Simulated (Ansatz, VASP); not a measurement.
**One calculation of InH, two programs**

```
In H
1.0
     0.00000    2.51429    2.51429
     2.51429    0.00000    2.51429
     2.51429    2.51429    0.00000
In H
1 1
Direct
  0.50000 0.50000 0.50000
  0.00000 0.00000 0.00000
```

Alike in both runs: functional PBE; k mesh 20 × 20 × 20; occupations gaussian, width 0.1 eV; no spin polarisation.

Ansatz relaxed the structure, and its values are those at the end. VASP's run is a single point on that final structure, the one shown.

|  | VASP | Ansatz |
| --- | --- | --- |
| version | VASP 6.6.1 | Ansatz 0.2.0 |
| potentials or method | VASP PAW PBE potentials, release 64 (In_d, H), cutoff 520 eV | scalar-relativistic, plane waves, PAW |
| valence electrons in the cell | 14 | 14 |

Ansatz gave:

| Property | Result |
| --- | --- |
| gap on the k mesh at the Fermi level (eV) | none |
| pressure (GPa) | 0.0 |

Problem. Which values does VASP return?

Solution. gap on the k mesh at the Fermi level (eV): none; pressure (GPa): -0.1.

A gap of «none» marks a metal or a gap that the smearing closes.
